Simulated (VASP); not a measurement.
Wanted: the native input for a VASP 6.6.1 run.

```
Task                   : single point
Functional             : PBEsol
Potentials or basis    : VASP PAW PBE potentials, release 64 (Al)
Cutoff                 : 520 eV
k mesh                 : 8 × 8 × 8
Occupations            : gaussian, width 0.1 eV
Spin                   : no spin polarisation
Dipole correction      : no
Further INCAR settings : ALGO = Fast; EDIFF = 1e-06; NBANDS = 8
```

The structure of Al lies in POSCAR:

```
Al
1.0
   -1.5912186900      1.5912186900      1.5912186900
    1.5912186900     -1.5912186900      1.5912186900
    1.5912186900      1.5912186900     -1.5912186900
Al
1
Direct
    0.0000000000      0.0000000000      0.0000000000
```

One way to write it, as run:

INCAR

```
  PREC = Accurate
  ENCUT = 520
  EDIFF = 1E-6
  ISMEAR = 0
  SIGMA = 0.1
  LREAL = F
  LASPH = T
  NELM = 80
  ALGO = Fast
  ISIF = 2
  LWAVE = F
  LCHARG = F
  GGA = PS
  NBANDS = 8
```

KPOINTS

```
Automatic mesh
0
Gamma
  8 8 8
```

Potentials or basis: VASP PAW PBE potentials, release 64 (Al).

The run is started by

```console
$ cat potpaw_PBE.64/Al/POTCAR > POTCAR
$ mpirun -np 1 vasp_std > vasp.out
```

Results of the run:

| Item | Value |
| --- | --- |
| Pressure | 2.7 GPa |

Caveat: the PAW data sets were made with another functional, which shifts forces and pressure a little.

Run time: 7.3 s on 1 thread of AMD EPYC 7R13, with other jobs on the host, peak memory 0.09 GiB.
